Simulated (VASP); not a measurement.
# Au (P6_3/mmc) in VASP: further runs, part 2 of 2

VASP 6.6.1.

**3. Single point, PBEsol (strain +0.050 along x and y, +0.000 along z)**

File INCAR:

```
SYSTEM = Au
PREC = Accurate ; ENCUT = 520
EDIFF = 1E-6 ; ISMEAR = 0
SIGMA = 0.15 ; LREAL = .False.
LASPH = .True. ; NELM = 100
ALGO = Fast ; ISIF = 2
LWAVE = .False. ; LCHARG = .True.
GGA = PS ; LELF = .True.
LVHAR = .True. ; NBANDS = 18
```

File KPOINTS:

```
Automatic mesh
0
Gamma
  18 18 10
  0 0 0
```

File POSCAR:

```
Au
1.0
    3.0449983310      0.0000000000      0.0000000000
   -1.5224991655      2.6370459091      0.0000000000
    0.0000000000      0.0000000000      4.8800000000
Au
2
Direct
    0.3333333333      0.6666666667      0.7500000000
    0.6666666667      0.3333333333      0.2500000000
```

Potentials or basis: VASP PAW PBE potentials, release 64 (Au).

Launch:

```console
cat potpaw_PBE.64/Au/POTCAR > POTCAR
mpirun -np 1 vasp_std > vasp.out
```

OUTCAR:

```text
SYSTEM = Au
   PREC = Accurate
   ENCUT = 520
   EDIFF = 1E-6
   ISMEAR = 0
   LREAL = .False.
   LASPH = .True.
   NELM = 100
   ISIF = 2
   GGA = PS

 ion  position               nearest neighbor table
   1  0.333  0.667  0.750-   2 3.01   2 3.01   2 3.01   2 3.01   2 3.01   2 3.01
   2  0.667  0.333  0.250-   1 3.01   1 3.01   1 3.01   1 3.01   1 3.01   1 3.01

  LATTYP: Found a hexagonal cell.
 ALAT       =     3.0449983310
 C/A-ratio  =     1.6026281362

  Lattice vectors:

 A1 = (   3.0449983310,   0.0000000000,   0.0000000000)
 A2 = (  -1.5224991655,   2.6370459091,   0.0000000000)
 A3 = (   0.0000000000,   0.0000000000,   4.8800000000)

Analysis of symmetry for initial positions (statically):
=====================================================================
 Subroutine PRICEL returns:
 Original cell was already a primitive cell.

 Routine SETGRP: Setting up the symmetry group for a
 hexagonal supercell.

 Subroutine GETGRP returns: Found 24 space group operations
 (whereof 12 operations were pure point group operations)
 out of a pool of 24 trial point group operations.

The static configuration has the point symmetry D_3d.
 The point group associated with its full space group is D_6h.

Analysis of symmetry for dynamics (positions and initial velocities):
=====================================================================
 Subroutine PRICEL returns:
 Original cell was already a primitive cell.

 Routine SETGRP: Setting up the symmetry group for a
 hexagonal supercell.

 Subroutine GETGRP returns: Found 24 space group operations
 (whereof 12 operations were pure point group operations)
 out of a pool of 24 trial point group operations.

The dynamic configuration has the point symmetry D_3d.
 The point group associated with its full space group is D_6h.

 Subroutine INISYM returns: Found 24 space group operations
 (whereof 12 operations are pure point group operations),
 and found     1 'primitive' translations

----------------------------------------------------------------------------------------

                                     Primitive cell

  volume of cell :      39.1854

  direct lattice vectors                    reciprocal lattice vectors
     3.044998331  0.000000000  0.000000000     0.328407405  0.189606104  0.000000000
    -1.522499165  2.637045909  0.000000000     0.000000000  0.379212207  0.000000000
     0.000000000  0.000000000  4.880000000     0.000000000  0.000000000  0.204918033

  length of vectors
     3.044998331  3.044998331  4.880000000     0.379212207  0.379212207  0.204918033

  position of ions in fractional coordinates (direct lattice)
     0.333333333  0.666666667  0.750000000
     0.666666667  0.333333333  0.250000000

  ion indices of the primitive-cell ions
   primitive index   ion index
                 1           1
                 2           2

----------------------------------------------------------------------------------------

 KPOINTS: Automatic mesh

Automatic generation of k-mesh.
 Grid dimensions read from file:
 generate k-points for:   18   18   10

 Generating k-lattice:

  Cartesian coordinates                     Fractional coordinates (reciprocal lattice)
     0.018244856  0.010533672  0.000000000     0.055555556  0.000000000  0.000000000
     0.000000000  0.021067345  0.000000000     0.000000000  0.055555556  0.000000000
     0.000000000  0.000000000  0.020491803     0.000000000  0.000000000  0.100000000

  Length of vectors
     0.021067345  0.021067345  0.020491803

  Shift w.r.t. Gamma in fractional coordinates (k-lattice)
     0.000000000  0.000000000  0.000000000

 Subroutine IBZKPT returns following result:
 ===========================================

 Found    222 irreducible k-points:

 Following reciprocal coordinates:
            Coordinates               Weight
  0.000000  0.000000  0.000000      1.000000
  0.055556  0.000000  0.000000      6.000000
  0.111111  0.000000  0.000000      6.000000
  0.166667  0.000000  0.000000      6.000000
  0.222222  0.000000  0.000000      6.000000
  0.277778  0.000000  0.000000      6.000000
[... 16 lines left out ...]
  0.333333  0.111111  0.000000     12.000000
  0.388889  0.111111  0.000000     12.000000
 [... further k-points ...]
   k-points           NKPTS =    222   k-points in BZ     NKDIM =    222   number of bands    NBANDS=     18
   number of dos      NEDOS =    301   number of ions     NIONS =      2
   total plane-waves  NPLWV =  20736
   dimension x,y,z NGX =    24 NGY =   24 NGZ =   36
   dimension x,y,z NGXF=    48 NGYF=   48 NGZF=   72
   ions per type =               2
   NGX,Y,Z   is equivalent  to a cutoff of  13.10, 13.10, 12.26 a.u.
   NGXF,Y,Z  is equivalent  to a cutoff of  26.21, 26.21, 24.53 a.u.
 SYSTEM =  Au
   PREC   = accura    normal or accurate (medium, high low for compatibility)
   ISTART =      0    job   : 0-new  1-cont  2-samecut
   ICHARG =      2    charge: 1-file 2-atom 10-const
   ISPIN  =      1    spin polarized calculation?
   LNONCOLLINEAR =      F non collinear calculations
   LSORBIT =      F    spin-orbit coupling
   LASPH  =      T    aspherical Exc in radial PAW
   ENCUT  =  520.0 eV  38.22 Ry    6.18 a.u.   5.66  5.66  9.07*2*pi/ulx,y,z
   NELM   =    100;   NELMIN=  2; NELMDL= -5     # of ELM steps
   EDIFF  = 0.1E-05   stopping-criterion for ELM
   LREAL  =      F    real-space projection
   EDIFFG = 0.1E-04   stopping-criterion for IOM
   NSW    =      0    number of steps for IOM
   IBRION =     -1    ionic relax: 0-MD 1-quasi-New 2-CG
   NFREE  =      0    steps in history (QN), initial steepest desc. (CG)
   ISIF   =      2    stress and relaxation
   ISYM   =      2    0-nonsym 1-usesym 2-fastsym
   POTIM  = 0.5000    time-step for ionic-motion
   TEBEG  =    0.0;   TEEND  =   0.0 temperature during run
   PSTRESS=    0.0 pullay stress
   NELECT =      22.0000    total number of electrons
   NUPDOWN=      -1.0000    fix difference up-down
   EMIN   =  10.00;   EMAX   =-10.00  energy-range for DOS
   EFERMI =   0.00;   METHOD = LEGACY
   ISMEAR =     0;   SIGMA  =   0.15  broadening in eV -4-tet -1-fermi 0-gaus
   EFERMI_NEDOS =   21; number of points for ismear=-14 and -15
   IALGO  =     68    algorithm
   IMIX   =      4    mixing-type and parameters
     AMIX     =   0.40;   BMIX     =  1.00
     AMIX_MAG =   1.60;   BMIX_MAG =  1.00
  volume/ion in A,a.u.               =      19.59       132.22
  Fermi-wavevector in a.u.,A,eV,Ry     =   1.350540  2.552151 24.816469  1.823959
  Thomas-Fermi vector in A             =   2.478036
   LORBIT       =      0    0 simple, 1 ext, 2 COOP (PROOUT), +10 PAW based schemes
   GGA     = PS    functional components
   LHFCALC =     F    Hartree Fock is set to
   AEXX    =    0.0000 exact exchange contribution
   IVDW    =     0    specifies the selected vdW correction
   LEPSILON=     F    determine dielectric tensor
   LRPA    =     F    only Hartree local field effects (RPA)
 non-spin polarized calculation
 RMM-DIIS sequential band-by-band and
 Gauss-broadening in eV      SIGMA  =   0.15
  energy-cutoff  :      520.00
  volume of cell :       39.19
 maximum number of plane-waves:      1087
 NGX is ok and might be reduce to    24
   NGX = 11   NGY = 11   NGZ = 19

 number of electron      22.0000000 magnetization

 Free energy of the ion-electron system (eV)
  ---------------------------------------------------
  ext. energy  EPLUGINS =         0.00000000
  ---------------------------------------------------
  free energy    TOTEN  =        -7.52204056 eV

  energy without entropy =       -7.51450254  energy(sigma->0) =       -7.51827155

 E-fermi :   7.0551     XC(G=0): -12.0707

 val. band max:        7.0536485453   @ k =   0.4444   0.0556   0.0000
 cond. band min:       7.1143811201   @ k =   0.4444   0.0556   0.3000
 fundamental gap:      0.0607325748
 Fermi energy:         7.0550699245

 k-point     1 :       0.0000    0.0000    0.0000
  band No.  band energies     occupation
      1      -1.4094      2.00000
      2       1.0126      2.00000
      3       3.2108      2.00000
      4       3.2342      2.00000
      5       3.2342      2.00000
      6       3.5226      2.00000
[... 10 lines left out ...]
     17      23.4776      0.00000
     18      23.5790      0.00000
[... 463 lines left out ...]
 k-point    24 :       0.3889    0.1111    0.0000
  band No.  band energies     occupation
      1       1.5335      2.00000
      2       1.6612      2.00000
      3       1.8974      2.00000
      4       3.0292      2.00000
      5       3.4837      2.00000
      6       3.4876      2.00000
[... 10 lines left out ...]
     17      18.5577      0.00000
     18      21.2213      0.00000

 [... further k-points ...]
[... 5 lines left out ...]
  --------------------------------------------------------------------------------------
  -------------------------------------------------------------------------------------
  Total       -4.0419234     -4.0419234     -3.6715167      0.0000000      0.0000000     -0.0000000
  in kB     -165.2624128   -165.2624128   -150.1175659      0.0000000      0.0000000     -0.0000000
  external PRESSURE =    -160.2141305 kB  Pullay stress =       0.0000000 kB

 VOLUME and BASIS-vectors are now :
 -----------------------------------------------------------------------------
  energy-cutoff  :      520.00
  volume of cell :       39.19
      direct lattice vectors                 reciprocal lattice vectors
     3.044998331  0.000000000  0.000000000     0.328407405  0.189606104  0.000000000
    -1.522499165  2.637045909  0.000000000     0.000000000  0.379212207  0.000000000
     0.000000000  0.000000000  4.880000000     0.000000000  0.000000000  0.204918033

 POSITION                                       TOTAL-FORCE (eV/Angst)
 -----------------------------------------------------------------------------------
     -0.00000      1.75803      3.66000        -0.000000      0.000000      0.000000
      1.52250      0.87902      1.22000         0.000000     -0.000000      0.000000
 -----------------------------------------------------------------------------------
    total drift:                               -0.000000      0.000000     -0.000000

  FREE ENERGIE OF THE ION-ELECTRON SYSTEM (eV)
  ---------------------------------------------------
  free  energy   TOTEN  =        -7.5220405621 eV

  energy  without entropy=       -7.5145025369  energy(sigma->0) =       -7.51827155
```

OSZICAR:

```text
N       E                     dE             d eps       ncg     rms          rms(c)
DAV:   1     0.118281382617E+03    0.11828E+03   -0.11479E+04  7992   0.117E+03
DAV:   2    -0.608312977378E+01   -0.12436E+03   -0.11835E+03  8516   0.251E+02
DAV:   3    -0.815210149020E+01   -0.20690E+01   -0.20550E+01  9484   0.323E+01
DAV:   4    -0.816136186756E+01   -0.92604E-02   -0.92589E-02  8846   0.228E+00
DAV:   5    -0.816145066039E+01   -0.88793E-04   -0.88792E-04  8996   0.240E-01    0.890E+00
RMM:   6    -0.754882198662E+01    0.61263E+00   -0.12481E+00  7992   0.813E+00    0.593E+00
RMM:   7    -0.752601428482E+01    0.22808E-01   -0.82599E-02  8293   0.225E+00    0.335E+00
RMM:   8    -0.752224668535E+01    0.37676E-02   -0.75432E-03  8425   0.661E-01    0.541E-01
RMM:   9    -0.752203460425E+01    0.21208E-03   -0.12407E-03  8766   0.259E-01    0.118E-01
RMM:  10    -0.752204646271E+01   -0.11858E-04   -0.14190E-04  8860   0.775E-02    0.949E-02
RMM:  11    -0.752204038510E+01    0.60776E-05   -0.24964E-05  8784   0.381E-02    0.170E-02
RMM:  12    -0.752204056215E+01   -0.17704E-06   -0.34116E-06  7013   0.129E-02
   1 F= -.75220406E+01 E0= -.75182715E+01  d E =-.753803E-02
```

It took 57 s on 1 thread of Intel Xeon Platinum 8488C (Sapphire Rapids), shared host; peak memory 0.24 GiB.

What came out:

```yaml
Free_energy: -7.5220 eV
Pressure: -16.0 GPa
Band_gap_on_the_k_mesh: zero (band 11 reaches 10.60 eV, above the bottom of band 12 at 4.72 eV)
```

Stress tensor (GPa, compression positive):
```
-16.53   0.00   0.00
  0.00 -16.53   0.00
  0.00   0.00 -15.01
```

Levels at points of the mesh, in eV from the Fermi level:
```tsv
k point	band 8	band 9	band 10	band 11	band 12	band 13	band 14	band 15
(0.00, 0.00, 0.00)	-3.23	-3.23	-1.96	-1.96	-0.21	2.64	14.34	16.37
(0.50, 0.00, 0.00)	-1.86	-1.69	-1.67	0.26	1.06	5.76	6.67	7.06
(0.00, 0.00, 0.50)	-3.91	-2.33	-2.33	-2.33	-2.33	10.73	10.73	14.56
(0.50, 0.00, 0.50)	-2.09	-1.74	-1.74	0.71	0.71	3.22	3.22	12.49
```

Caveat: the cell differs from its parent crystal (strain +0.050 along x and y, +0.000 along z); the PAW data sets were made with another functional, which shifts forces and pressure a little; spin-orbit coupling is left out, which moves the levels of the heavy elements.
